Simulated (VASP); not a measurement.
Runs of VASP 6.6.1 on Au. The structure is that of space group Fm-3m (No. 225), or close to it. The cells are those of the table. 

```tsv
task	level	potentials or basis	cell	k mesh	cutoff (eV)	smearing	gap on the mesh (eV)	pressure (GPa)
single point	LDA	VASP PAW LDA potentials, release 64 (Au)	a = 2.958 Å, angles 60.0°, 1 atom	18 × 18 × 18	520	gaussian 0.1 eV	none	-14.1
single point	PBEsol	VASP PAW PBE potentials, release 64 (Au)	a = 2.887 Å, angles 60.0°, 1 atom	20 × 20 × 20	500	tetrahedron	none	-0.2
single point	PBEsol	VASP PAW PBE potentials, release 64 (Au)	a = 3.038, b = 3.041, c = 2.984 Å, angles 59.9, 60.4, 60.0°, 1 atom	14 × 14 × 14	520	gaussian 0.1 eV	none	(b)
single point	PBEsol	VASP PAW PBE potentials, release 64 (Au)	a = 2.995, b = 2.995, c = 2.907 Å, angles 61.0, 61.0, 58.1°, 1 atom	16 × 16 × 16	520	gaussian 0.1 eV	none	-11.1
relaxation of cell and atoms	PBEsol	VASP PAW PBE potentials, release 64 (Au)	relaxed to 8 GPa from a = 2.872 Å, angles 60.0°, 1 atom	20 × 20 × 20	500	fermi-dirac 0.15 eV	none	8.0
single point	PBEsol	VASP PAW PBE potentials, release 64 (Au)	a = 2.820 Å, angles 60.0°, 1 atom	20 × 20 × 20	500	fermi-dirac 0.15 eV	none	14.7
single point	PBEsol	VASP PAW PBE potentials, release 64 (Au)	a = 2.887 Å, angles 60.0°, 1 atom	20 × 20 × 20	520	fermi-dirac 0.15 eV	none	-0.3
single point	PBEsol	VASP PAW PBE potentials, release 64 (Au)	a = 2.913 Å, angles 60.0°, 1 atom	18 × 18 × 18	520	gaussian 0.1 eV	none	-4.5
single point	PBEsol	VASP PAW PBE potentials, release 64 (Au)	a = 2.906 Å, angles 60.0°, 1 atom	20 × 20 × 20	520	fermi-dirac 0.15 eV	none	(a)
```

Alike in all rows: no spin polarisation.

Task: Fill in the values left out.

Result: (a) -3.5; (b) -16.1.

Caveats: spin-orbit coupling is left out, which moves the levels of the heavy elements; the PAW data sets were made with another functional, which shifts forces and pressure a little (at least some runs); the cell stands under tension (at least some runs); the cell is relaxed towards a set pressure, so the run minimises the enthalpy, not the energy (at least some runs); the cell stands under pressure (at least some runs).

A k mesh can miss the band edges, and the runs leave out spin-orbit coupling on Au.

A gap of «none» marks levels without a gap at the run's occupations.
